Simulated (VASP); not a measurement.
Set up this calculation in VASP 6.6.1, as the native input.

```yaml
Task: single point
Functional: PBEsol
Potentials_or_basis: VASP PAW PBE potentials, release 64 (K_sv)
Cutoff: 520 eV
k_mesh: 12 × 12 × 4
Occupations: gaussian, width 0.1 eV
Spin: no spin polarisation
Dipole_correction: no
Further_INCAR_settings: ALGO = Fast; EDIFF = 1e-06; NBANDS = 26
```

The structure of K lies in POSCAR:

```
K
1.0
    3.0877464913      0.0000000000      0.0000000000
   -1.5438732457      2.6740669019      0.0000000000
    0.0000000000      0.0000000000     10.2257561294
K
4
Direct
    0.0000000000      0.0000000000      0.0000000000
    0.3333333333      0.6666666667      0.7500000000
    0.0000000000      0.0000000000      0.5000000000
    0.6666666667      0.3333333333      0.2500000000
```

These files were run (other wordings do the same):

INCAR

```
PREC = Accurate ; ENCUT = 520
EDIFF = 1E-6 ; ISMEAR = 0
SIGMA = 0.1 ; LREAL = False
LASPH = True ; NELM = 60
ALGO = Fast ; ISIF = 2
LWAVE = False ; LCHARG = False
GGA = PS ; NBANDS = 26
```

KPOINTS

```
regular mesh
0
Gamma
  12 12 4
```

Potentials or basis: VASP PAW PBE potentials, release 64 (K_sv).

Command:

```bash
$ cat potpaw_PBE.64/K_sv/POTCAR > POTCAR
$ mpirun -np 1 vasp_std > vasp.out
```

It gave:

```json
{
  "Pressure": "30.3 GPa",
  "Band gap on the k mesh": "zero (band 18 reaches 5.48 eV, above the bottom of band 19 at 3.71 eV)"
}
```

Caveat: the PAW data sets were made with another functional, which shifts forces and pressure a little.

Run time: 100 s on 1 thread of Intel(R) Xeon(R) 6975P-C (Granite Rapids) (shared host), peak memory 0.24 GiB.
